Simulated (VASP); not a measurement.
# Ge (I4_1/amd) in VASP: notebook, part 3 of 3

VASP 6.6.1.

## 6. Electric field gradients, LDA (zz strain of +2 %)

Input file INCAR:

```
SYSTEM = Ge
ALGO = Normal
EDIFF = 1E-8
ENCUT = 520
GGA = CA
ISIF = 2
ISMEAR = -1
LASPH = .TRUE.
LCHARG = .FALSE.
LEFG = .TRUE.
LREAL = .FALSE.
LWAVE = .FALSE.
NBANDS = 21
NELM = 80
PREC = Accurate
SIGMA = 0.05
```

Input file KPOINTS:

```
k-points
0
G
  10 10 10
  0 0 0
```

Input file POSCAR:

```
Ge
1.0
    0.0000000000      2.8287700000      2.8853454000
    2.8287700000      0.0000000000      2.8853454000
    2.8287700000      2.8287700000      0.0000000000
Ge
2
Direct
    0.5000000000      0.5000000000      0.5000000000
    0.7500000000      0.7500000000      0.7500000000
```

Potentials or basis: VASP PAW LDA potentials, release 64 (Ge_d).

On the command line:

```sh
$ cat potpaw_LDA.64/Ge_d/POTCAR > POTCAR
$ mpirun -np 1 vasp_std > vasp.out
```

OUTCAR:

```text
SYSTEM = Ge
   EDIFF = 1E-8
   ENCUT = 520
   GGA = CA
   ISIF = 2
   ISMEAR = -1
   LASPH = .TRUE.
   LREAL = .FALSE.
   NELM = 80
   PREC = Accurate

 ion  position               nearest neighbor table
   1  0.500  0.500  0.500-   2 2.47   2 2.47   2 2.47   2 2.47
   2  0.750  0.750  0.750-   1 2.47   1 2.47   1 2.47   1 2.47

  LATTYP: Found a body centered tetragonal cell.
 ALAT       =     4.0004848988
 C/A-ratio  =     1.4424978336

  Lattice vectors:

 A1 = (  -2.8287700000,   0.0000000000,   2.8853454000)
 A2 = (   2.8287700000,   0.0000000000,   2.8853454000)
 A3 = (   0.0000000000,   2.8287700000,  -2.8853454000)

Analysis of symmetry for initial positions (statically):
=====================================================================
 Subroutine PRICEL returns:
 Original cell was already a primitive cell.

 Routine SETGRP: Setting up the symmetry group for a
 body centered tetragonal supercell.

 Subroutine GETGRP returns: Found 16 space group operations
 (whereof  8 operations were pure point group operations)
 out of a pool of 16 trial point group operations.

The static configuration has the point symmetry D_2d.
 The point group associated with its full space group is D_4h.

Analysis of symmetry for dynamics (positions and initial velocities):
=====================================================================
 Subroutine PRICEL returns:
 Original cell was already a primitive cell.

 Routine SETGRP: Setting up the symmetry group for a
 body centered tetragonal supercell.

 Subroutine GETGRP returns: Found 16 space group operations
 (whereof  8 operations were pure point group operations)
 out of a pool of 16 trial point group operations.

The dynamic configuration has the point symmetry D_2d.
 The point group associated with its full space group is D_4h.

 Subroutine INISYM returns: Found 16 space group operations
 (whereof  8 operations are pure point group operations),
 and found     1 'primitive' translations

----------------------------------------------------------------------------------------

                                     Primitive cell

  volume of cell :      46.1767

  direct lattice vectors                    reciprocal lattice vectors
     0.000000000  2.828770000  2.885345400    -0.176755268  0.176755268  0.173289479
     2.828770000  0.000000000  2.885345400     0.176755268 -0.176755268  0.173289479
     2.828770000  2.828770000  0.000000000     0.176755268  0.176755268 -0.173289479

  length of vectors
     4.040687787  4.040687787  4.000484899     0.304161294  0.304161294  0.304161294

  position of ions in fractional coordinates (direct lattice)
     0.500000000  0.500000000  0.500000000
     0.750000000  0.750000000  0.750000000

  ion indices of the primitive-cell ions
   primitive index   ion index
                 1           1
                 2           2

----------------------------------------------------------------------------------------

 KPOINTS: k-points

Automatic generation of k-mesh.
 Grid dimensions read from file:
[... 71 lines left out ...]
   ISIF   =      2    stress and relaxation
   ISYM   =      2    0-nonsym 1-usesym 2-fastsym
   POTIM  = 0.5000    time-step for ionic-motion
   TEBEG  =    0.0;   TEEND  =   0.0 temperature during run
   PSTRESS=    0.0 pullay stress
   NELECT =      28.0000    total number of electrons
   NUPDOWN=      -1.0000    fix difference up-down
   EMIN   =  10.00;   EMAX   =-10.00  energy-range for DOS
   EFERMI =   0.00;   METHOD = LEGACY
   ISMEAR =    -1;   SIGMA  =   0.05  broadening in eV -4-tet -1-fermi 0-gaus
   EFERMI_NEDOS =   21; number of points for ismear=-14 and -15
   IALGO  =     38    algorithm
   IMIX   =      4    mixing-type and parameters
     AMIX     =   0.40;   BMIX     =  1.00
     AMIX_MAG =   1.60;   BMIX_MAG =  1.00
  volume/ion in A,a.u.               =      23.09       155.81
  Fermi-wavevector in a.u.,A,eV,Ry     =   1.385649  2.618496 26.123491  1.920022
  Thomas-Fermi vector in A             =   2.510039
   LORBIT       =      0    0 simple, 1 ext, 2 COOP (PROOUT), +10 PAW based schemes
   GGA     = CA    functional components
   LHFCALC =     F    Hartree Fock is set to
   AEXX    =    0.0000 exact exchange contribution
   IVDW    =     0    specifies the selected vdW correction
   LEPSILON=     F    determine dielectric tensor
   LRPA    =     F    only Hartree local field effects (RPA)
 non-spin polarized calculation
  energy-cutoff  :      520.00
  volume of cell :       46.18
 maximum number of plane-waves:      1275
   NGX = 15   NGY = 15   NGZ = 15

 number of electron      28.0000014 magnetization

 Free energy of the ion-electron system (eV)
  ---------------------------------------------------
  ext. energy  EPLUGINS =         0.00000000
  ---------------------------------------------------
  free energy    TOTEN  =       -10.37350527 eV

  energy without entropy =      -10.37250668  energy(sigma->0) =      -10.37300598

 E-fermi :   4.4949     XC(G=0): -10.1965

 val. band max:        4.4316195084   @ k =   0.0000   0.0000   0.0000
 cond. band min:       4.5334207895   @ k =   0.5000   0.0000   0.0000
 fundamental gap:      0.1018012811
 Fermi energy:         4.4949013478

 k-point     1 :       0.0000    0.0000    0.0000
  band No.  band energies     occupation
      1     -20.3799      2.00000
      2     -20.3799      2.00000
      3     -20.3755      2.00000
      4     -20.3439      2.00000
      5     -20.3425      2.00000
      6     -20.1485      2.00000
[... 565 lines left out ...]
     20      15.7638      0.00000
     21      16.3171      0.00000

 [... further k-points ...]

------------------------ aborting loop because EDIFF is reached ----------------------------------------

  FORCE on cell =-STRESS in cart. coord.  units (eV):
  Direction    XX          YY          ZZ          XY          YZ          ZX
  --------------------------------------------------------------------------------------
  -------------------------------------------------------------------------------------
  Total       -0.5623688     -0.5623688     -0.9767659      0.0000000     -0.0000000      0.0000000
  in kB      -19.5123122    -19.5123122    -33.8905002      0.0000000     -0.0000000      0.0000000
  external PRESSURE =     -24.3050415 kB  Pullay stress =       0.0000000 kB

 VOLUME and BASIS-vectors are now :
 -----------------------------------------------------------------------------
  energy-cutoff  :      520.00
  volume of cell :       46.18
      direct lattice vectors                 reciprocal lattice vectors
     0.000000000  2.828770000  2.885345400    -0.176755268  0.176755268  0.173289479
     2.828770000  0.000000000  2.885345400     0.176755268 -0.176755268  0.173289479
     2.828770000  2.828770000  0.000000000     0.176755268  0.176755268 -0.173289479

 POSITION                                       TOTAL-FORCE (eV/Angst)
 -----------------------------------------------------------------------------------
      2.82877      2.82877      2.88535         0.000000      0.000000     -0.000000
      4.24315      4.24315      4.32802        -0.000000     -0.000000      0.000000
 -----------------------------------------------------------------------------------
    total drift:                                0.000000     -0.000000      0.000000

  FREE ENERGIE OF THE ION-ELECTRON SYSTEM (eV)
  ---------------------------------------------------
  free  energy   TOTEN  =       -10.3735052740 eV

  energy  without entropy=      -10.3725066796  energy(sigma->0) =      -10.37300598

 Electric field gradients (V/A^2)
---------------------------------------------------------------------
 ion       V_xx      V_yy      V_zz      V_xy      V_xz      V_yz
---------------------------------------------------------------------
   1       0.541     0.541    -1.082     0.005     0.004     0.004
   2       0.541     0.541    -1.082     0.005     0.004     0.004
---------------------------------------------------------------------

 Electric field gradients after diagonalization (V/A^2)
 (convention: |V_zz| > |V_xx| > |V_yy|)
----------------------------------------------------------------------
 ion       V_xx      V_yy      V_zz     asymmetry (V_yy - V_xx)/ V_zz
----------------------------------------------------------------------
   1       0.546     0.536    -1.082       0.010
   2       0.546     0.536    -1.082       0.010
----------------------------------------------------------------------

           NMR quadrupolar parameters

 Cq : quadrupolar parameter    Cq=e*Q*V_zz/h
 eta: asymmetry parameters     (V_yy - V_xx)/ V_zz
 Q  : nuclear electric quadrupole moment in mb (millibarn)
----------------------------------------------------------------------
 ion       Cq(MHz)       eta       Q (mb)
----------------------------------------------------------------------
   1      -0.003       0.010       1.000
   2      -0.003       0.010       1.000
----------------------------------------------------------------------
```

Wall time 99 s (1 thread of Intel Xeon 8259CL, shared host); peak memory 0.2 GiB.

What came out:

```yaml
Free_energy: -10.3735 eV
Pressure: -2.4 GPa
Band_gap_on_the_k_mesh: zero (bands 14 and 15 overlap by 0.05 eV)
Largest_electric_field_gradient_by_atom: Ge -1.1 V/Å²
```

Stress tensor (GPa, compression positive):
```
-1.95  0.00  0.00
 0.00 -1.95  0.00
 0.00  0.00 -3.39
```

Electric field gradients, principal values (V/Å²):
```
atom  least  middle  greatest (by size)
1 Ge  0.536   0.546              -1.082
2 Ge  0.536   0.546              -1.082
```

Caveat: the cell differs from its parent crystal (zz strain of +2 %); semilocal functionals underestimate gaps, so a narrow gap can read as zero; without QUAD_EFG the Cq values of the log hold for a quadrupole moment of 1 mb, not for the nuclei.

## 7. Summary

| cell | gap on the mesh (eV) | pressure (GPa) |
| --- | --- | --- |
| a = 3.961, b = 3.961, c = 4.000 Å, angles 59.7, 59.7, 60.7°, 2 atoms | - | 0.2 |
| a = 4.021, b = 4.021, c = 4.000 Å, angles 60.2, 60.2, 59.7°, 2 atoms | none | -1.8 |
| a = 4.041, b = 4.041, c = 4.000 Å, angles 60.3, 60.3, 59.3°, 2 atoms | none | -2.4 |

Alike in all rows: task electric field gradients; level LDA; potentials or basis VASP PAW LDA potentials, release 64 (Ge_d); no spin polarisation; k mesh 10 × 10 × 10; cutoff (eV) 520; smearing fermi-dirac 0.05 eV.

Caveats: semilocal functionals underestimate gaps, so a narrow gap can read as zero (at least some runs).

Total energies depend on the potentials used, so only differences within one code and one set of settings carry meaning.
